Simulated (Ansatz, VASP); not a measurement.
**TiC: VASP beside Ansatz**

INCAR

```
ALGO = Normal ; EDIFF = 1E-6
ENCUT = 520 ; GGA = PE
ISIF = 2 ; ISMEAR = -1
LASPH = T ; LCHARG = T
LELF = T ; LREAL = F
LVHAR = T ; LWAVE = F
NBANDS = 15 ; NELM = 100
PREC = Accurate ; SIGMA = 0.08
```

The input KPOINTS:

```
k-points
0
Gamma
  14 14 14
```

Contents of POSCAR:

```
TiC
1.0
    2.6559122538      0.0000000000      0.0000000000
    0.0000000000      2.6559122538      0.0000000000
    0.0000000000      0.0000000000      2.6559122538
Ti C
1 1
Direct
    0.0000000000      0.0000000000      0.0000000000
    0.5000000000      0.5000000000      0.5000000000
```

Input for Ansatz:

```yaml
crystal:
  lattice:
    - [2.6559122538, 0.0, 0.0]
    - [0.0, 2.6559122538, 0.0]
    - [0.0, 0.0, 2.6559122538]
  atoms:
    - { symbol: Ti, position: [0.0, 0.0, 0.0] }
    - { symbol: C, position: [0.5, 0.5, 0.5] }
kpoints:
  mp_grid: { grid: [14, 14, 14] }
  band_path:
    path:
      - [0.0, 0.0, 0.0]
      - [0.0, 0.5, 0.0]
      - [0.5, 0.5, 0.0]
      - [0.0, 0.0, 0.0]
      - [0.5, 0.5, 0.5]
      - [0.0, 0.5, 0.0]
      - [0.5, 0.5, 0.5]
      - [0.5, 0.5, 0.0]
    npoints: 8
scf:
  occupations: { method: fermi_dirac, width: 0.08 }
hamiltonian:
  xc: pbe
  pseudopotentials: { kind: all_electron, lapw: { basis_error: 0.001 } }
output:
  forces: true
  stress: true
  eigenvalues: true
  populations: true
  dos: { projected: true, de: 0.2, e_range: [-14, 8] }
```

Change from the starting cell: volume scaled by 0.94, LAPW.

Alike in both runs: task single point; functional PBE; k mesh 14 × 14 × 14; occupations fermi-dirac, width 0.08 eV; no spin polarisation.

|  | VASP | Ansatz |
| --- | --- | --- |
| version | VASP 6.6.1 | Ansatz 0.2.0 |
| potentials or method | VASP PAW PBE potentials, release 64 (Ti_sv, C), cutoff 520 eV | all-electron LAPW, scalar-relativistic |

Ansatz gave:

| Quantity | Value |
| --- | --- |
| pressure (GPa) | 15.3 |

Q: Which values does VASP return?

A: Pressure (GPa): 15.6.

Ansatz ran all-electron here, and VASP with PAW potentials.
